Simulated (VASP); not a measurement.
SiO2:

```
CELL_PARAMETERS angstrom
4.98600 0.00000 0.00000
0.00000 4.98600 0.00000
0.00000 0.00000 6.97700
ATOMIC_POSITIONS crystal
Si 0.29882 0.29882 0.00000
Si 0.20118 0.79882 0.25000
Si 0.70118 0.70118 0.50000
Si 0.79882 0.20118 0.75000
O 0.24078 0.10171 0.17663
O 0.39829 0.74078 0.42663
O 0.75922 0.89829 0.67663
O 0.60171 0.25922 0.92663
O 0.74078 0.39829 0.57337
O 0.89829 0.75922 0.32337
O 0.25922 0.60171 0.07337
O 0.10171 0.24078 0.82337
```

```yaml
Program: VASP 6.6.1
Task: relaxation of the atoms
Functional: PBE
Potentials_or_basis: VASP PAW PBE potentials, release 64 (Si, O)
Cutoff: 520 eV
k_mesh: 5 × 5 × 4
Occupations: fermi-dirac, width 0.02 eV
Spin: no spin polarisation
```

At the start: pressure 6.9 GPa; volume 14.45 Å³/atom.

Question: How do energy, volume and symmetry change on relaxing?

Answer: Over 18 steps the energy falls by 10.1 meV/atom at a fixed cell; space group P4_12_12 (No. 92, to 0.1 Å) before and after.

Step by step:
| step | energy change (eV) | largest force (eV/Å) | pressure (GPa) |
| --- | --- | --- | --- |
| 1 | 0.0000 | 0.4665 | 6.87 |
| 2 | -0.0378 | 0.6139 | 5.33 |
| 3 | -0.0383 | 0.5542 | 5.48 |
| 4 | -0.0644 | 0.4351 | 4.70 |
| 5 | -0.0958 | 0.1819 | 2.50 |
| 6 | -0.0995 | 0.1922 | 2.46 |
| 7 | -0.1078 | 0.2223 | 2.31 |
| 8 | -0.1131 | 0.2801 | 2.02 |
| 9 | -0.1153 | 0.2141 | 1.96 |
| 10 | -0.1186 | 0.0966 | 1.77 |
| 11 | -0.1187 | 0.0850 | 1.74 |
| 12 | -0.1190 | 0.0765 | 1.72 |
| 13 | -0.1198 | 0.0546 | 1.64 |
| 14 | -0.1205 | 0.0550 | 1.48 |
| 15 | -0.1208 | 0.0216 | 1.41 |
| 16 | -0.1208 | 0.0296 | 1.40 |
| 17 | -0.1209 | 0.0264 | 1.36 |
| 18 | -0.1211 | 0.0171 | 1.24 |

Final structure:
```xyz
12
Lattice="4.9860 0.0000 0.0000 0.0000 4.9860 0.0000 0.0000 0.0000 6.9770" Properties=species:S:1:pos:R:3 pbc="T T T"
Si    1.5115    1.5115    0.0000
Si    0.9815    4.0045    1.7443
Si    3.4745    3.4745    3.4885
Si    4.0045    0.9815    5.2328
O     1.1853    0.5611    1.2774
O     1.9319    3.6783    3.0217
O     3.8007    4.4249    4.7659
O     3.0541    1.3077    6.5102
O     3.6783    1.9319    3.9553
O     4.4249    3.8007    2.2111
O     1.3077    3.0541    0.4668
O     0.5611    1.1853    5.6996
```
